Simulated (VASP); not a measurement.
# Fe2Ge (P6_3/mmc) in VASP: further runs, part 2 of 2

VASP 6.6.1. The steps go on from the part before.

### Step 3. Single point, PBEsol, collinear spin, ferromagnetic start

This run uses another cell than the first one, of 11.36 Å³/atom.

The input, INCAR:

```
PREC = Accurate
ENCUT = 520
EDIFF = 1E-7
ISMEAR = 0
SIGMA = 0.1
LREAL = False
LASPH = True
NELM = 150
ALGO = Normal
ISIF = 2
LWAVE = False
LCHARG = False
ISPIN = 2
MAGMOM = 2.4 2.4 2.4 2.4 0 0
LORBIT = 11
LMAXMIX = 4
GGA = PS
NBANDS = 43
```

The input, KPOINTS:

```
regular mesh
0
Gamma
  8 8 6
```

The input, POSCAR:

```
Fe2Ge
1.0
    4.0195831822      0.0000000000      0.0000000000
   -2.0097867282      3.4810607491      0.0000000000
    0.0000000000      0.0000000000      4.8714542833
Fe Ge
4 2
Direct
    0.0000000000      0.0000000000      0.0000000000
    0.0000000000      0.0000000000      0.5000000000
    0.6666666667      0.3333333333      0.7500000000
    0.3333333333      0.6666666667      0.2500000000
    0.6666666667      0.3333333333      0.2500000000
    0.3333333333      0.6666666667      0.7500000000
```

Potentials or basis: VASP PAW PBE potentials, release 64 (Fe, Ge_d).

Run with:

```sh
$ cat potpaw_PBE.64/Fe/POTCAR potpaw_PBE.64/Ge_d/POTCAR > POTCAR
$ mpirun -np 1 vasp_std > vasp.out
```

OUTCAR:

```text
PREC = Accurate
   ENCUT = 520
   EDIFF = 1E-7
   ISMEAR = 0
   LREAL = False
   LASPH = True
   NELM = 150
   ISIF = 2
   ISPIN = 2
   LORBIT = 11
   GGA = PS

 ion  position               nearest neighbor table
   1  0.000  0.000  0.000-   2 2.44   2 2.44   4 2.62   5 2.62   6 2.62   3 2.62   4 2.62   6 2.62
                             3 2.62   5 2.62   3 2.62   5 2.62   4 2.62   6 2.62
   2  0.000  0.000  0.500-   1 2.44   1 2.44   4 2.62   5 2.62   6 2.62   3 2.62   4 2.62   6 2.62
                             3 2.62   5 2.62   3 2.62   5 2.62   4 2.62   6 2.62
   3  0.667  0.333  0.750-   6 2.32   6 2.32   6 2.32   5 2.44   5 2.44   1 2.62   2 2.62   1 2.62
                             2 2.62   1 2.62   2 2.62
   4  0.333  0.667  0.250-   5 2.32   5 2.32   5 2.32   6 2.44   6 2.44   1 2.62   2 2.62   2 2.62
                             1 2.62   2 2.62   1 2.62
   5  0.667  0.333  0.250-   4 2.32   4 2.32   4 2.32   3 2.44   3 2.44   1 2.62   2 2.62   1 2.62
                             2 2.62   1 2.62   2 2.62
   6  0.333  0.667  0.750-   3 2.32   3 2.32   3 2.32   4 2.44   4 2.44   1 2.62   2 2.62   2 2.62
                             1 2.62   2 2.62   1 2.62

  LATTYP: Found a hexagonal cell.
 ALAT       =     4.0195831822
 C/A-ratio  =     1.2119302083

  Lattice vectors:

 A1 = (   4.0195831822,   0.0000000000,   0.0000000000)
 A2 = (  -2.0097867282,   3.4810607491,   0.0000000000)
[... 2387 lines left out ...]
  external PRESSURE =      57.5563344 kB  Pullay stress =       0.0000000 kB

 VOLUME and BASIS-vectors are now :
 -----------------------------------------------------------------------------
  energy-cutoff  :      520.00
  volume of cell :       68.16
      direct lattice vectors                 reciprocal lattice vectors
     4.019583182  0.000000000  0.000000000     0.248782014  0.143634032  0.000000000
    -2.009786728  3.481060749  0.000000000     0.000000000  0.287268759  0.000000000
     0.000000000  0.000000000  4.871454283     0.000000000  0.000000000  0.205277509

 POSITION                                       TOTAL-FORCE (eV/Angst)
 -----------------------------------------------------------------------------------
      0.00000      0.00000      0.00000         0.000000      0.000000      0.000000
      0.00000      0.00000      2.43573         0.000000      0.000000      0.000000
      2.00979      1.16035      3.65359         0.000000     -0.000000      0.000000
      0.00000      2.32071      1.21786        -0.000000      0.000000      0.000000
      2.00979      1.16035      1.21786         0.000000     -0.000000      0.000000
      0.00000      2.32071      3.65359        -0.000000      0.000000      0.000000
 -----------------------------------------------------------------------------------
    total drift:                               -0.000000      0.000000      0.000000

  FREE ENERGIE OF THE ION-ELECTRON SYSTEM (eV)
  ---------------------------------------------------
  free  energy   TOTEN  =       -46.1102114064 eV

  energy  without entropy=      -46.0840131320  energy(sigma->0) =      -46.09711227

 total charge

# of ion       s       p       d       tot
------------------------------------------
    1        0.422   0.544   6.327   7.294
    2        0.422   0.544   6.327   7.294
    3        0.447   0.557   6.580   7.585
    4        0.447   0.557   6.580   7.585
    5        1.093   1.388  10.147  12.628
    6        1.093   1.388  10.147  12.628
--------------------------------------------------
tot          3.926   4.979  46.108  55.013

 magnetization (x)

# of ion       s       p       d       tot
------------------------------------------
    1        0.000   0.005   2.189   2.194
    2        0.000   0.005   2.189   2.194
    3        0.006  -0.000   1.221   1.226
    4        0.006  -0.000   1.221   1.226
    5       -0.004  -0.071   0.008  -0.068
    6       -0.004  -0.071   0.008  -0.068
--------------------------------------------------
tot          0.003  -0.133   6.834   6.705
```

stdout:

```text
POSCAR found type information on POSCAR FeGe
 POSCAR found :  2 types and       6 ions
 scaLAPACK will be used
 -----------------------------------------------------------------------------
|                                                                             |
|                                                                             |
|     You enforced a specific xc type in the INCAR file but a different       |
|     I HOPE YOU KNOW WHAT YOU ARE DOING!                                     |
|                                                                             |
 -----------------------------------------------------------------------------

 LDA part: xc-table for (Slater+PW92), standard interpolation
 POSCAR, INCAR and KPOINTS ok, starting setup
 FFT: planning ... GRIDC
 FFT: planning ... GRID_SOFT
 FFT: planning ... GRID
 WAVECAR not read
 entering main loop
```

Wall time 3.9 min (1 thread of Intel Xeon Platinum 8488C (Sapphire Rapids), shared host); peak memory 0.31 GiB.

What came out:

```
Free energy                                           : -46.1102 eV
Pressure                                              : 5.8 GPa
Net moment                                            : 6.74 μB per cell
Site moments                                          : Fe +2.19, +1.23 (each value once); Ge -0.07 μB
Valence electrons inside the program's atomic spheres : Fe 7.29, 7.58 (each value once); Ge 12.63
```

Stress tensor (GPa, compression positive):
```
6.13 0.00 0.00
0.00 6.13 0.00
0.00 0.00 5.01
```

Levels at points of the mesh, in eV from the Fermi level:
Spin up:
| k point | band 30 | band 31 | band 32 | band 33 | band 34 | band 35 | band 36 | band 37 | band 38 | band 39 |
| --- | --- | --- | --- | --- | --- | --- | --- | --- | --- | --- |
| (0.00, 0.00, 0.00) | -0.49 | -0.49 | -0.28 | 0.32 | 2.59 | 3.06 | 3.06 | 3.09 | 3.38 | 3.38 |
| (0.50, 0.00, 0.00) | -1.23 | -1.19 | -0.79 | -0.42 | -0.42 | -0.32 | 1.41 | 2.12 | 3.81 | 3.99 |
| (0.00, 0.00, 0.50) | -0.82 | -0.82 | -0.82 | 1.89 | 1.89 | 3.67 | 3.67 | 3.67 | 3.67 | 5.07 |
| (0.50, 0.00, 0.50) | -1.56 | -1.30 | -1.30 | -0.47 | -0.47 | 1.35 | 1.35 | 3.10 | 3.10 | 7.20 |
Spin down:
```csv
k point,band 25,band 26,band 27,band 28,band 29,band 30
"(0.00, 0.00, 0.00)",-0.23,0.54,0.56,0.56,0.74,0.74
"(0.50, 0.00, 0.00)",-0.86,-0.85,-0.25,0.11,0.37,0.52
"(0.00, 0.00, 0.50)",0.41,0.41,0.41,0.41,0.66,0.66
"(0.50, 0.00, 0.50)",-0.55,-0.55,0.02,0.02,0.04,0.04
```

Caveat: the cell stands under pressure; the PAW data sets were made with another functional, which shifts forces and pressure a little.
